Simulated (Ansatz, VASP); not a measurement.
**Two plane-wave programs on Sn**

```
CELL_PARAMETERS angstrom
-2.96551 2.96551 1.61372
2.96551 -2.96551 1.61372
2.96551 2.96551 -1.61372
ATOMIC_POSITIONS crystal
Sn 0.62500 0.87500 0.75000
Sn 0.37500 0.12500 0.25000
```

Alike in both runs: functional PBE; k mesh 13 × 13 × 13; occupations fermi-dirac, width 0.05 eV; no spin polarisation.

Ansatz relaxed the structure, and its values are those at the end. VASP's run is a single point on that final structure, the one shown.

|  | VASP | Ansatz |
| --- | --- | --- |
| version | VASP 6.6.1 | Ansatz 0.2.0 |
| potentials or method | VASP PAW PBE potentials, release 64 (Sn_d) | PAW with Ansatz's default frozen-core files, scalar-relativistic |
| plane-wave cutoff (eV) | 520 | 420 |
| valence electrons in the cell | 28 | 28 |

```tsv
	VASP	Ansatz	Ansatz less VASP
pressure (GPa)	-0.1	0.0	+0.05
```

The functional is the same, so the differences come from potentials, cutoffs and numerics.
